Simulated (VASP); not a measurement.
A run of VASP 6.6.1:

INCAR

```
SYSTEM = BP
  ALGO = Normal
  EDIFF = 1E-7
  ENCUT = 520
  GGA = PE
  ISIF = 2
  ISMEAR = 0
  LASPH = .TRUE.
  LCHARG = .FALSE.
  LREAL = .FALSE.
  LWAVE = .FALSE.
  NBANDS = 11
  NELM = 60
  PREC = Accurate
  SIGMA = 0.05
```

File KPOINTS:

```
k-points
0
G
  10 10 10
  0 0 0
```

The input POSCAR:

```
BP
1.0
    0.0000000000      2.2741518671      2.3423764231
    2.2741518671      0.0000000000      2.3423764231
    2.2741518671      2.2741518671      0.0000000000
B P
1 1
Direct
    0.0000000000      0.0000000000      0.0000000000
    0.7500000000      0.7500000000      0.7500000000
```

Potentials or basis: VASP PAW PBE potentials, release 64 (B, P).

Launch:

```console
$ cat potpaw_PBE.64/B/POTCAR potpaw_PBE.64/P/POTCAR > POTCAR
$ mpirun -np 1 vasp_std > vasp.out
```

Hardware: 1 thread of Intel(R) Xeon(R) 6975P-C (Granite Rapids) (shared host).

Question: Estimate the wall time of this run.

Answer: Run time: 6.9 s on 1 thread of Intel(R) Xeon(R) 6975P-C (Granite Rapids) (shared host), peak memory 0.15 GiB. Counts: scf iterations 14, k points 102.
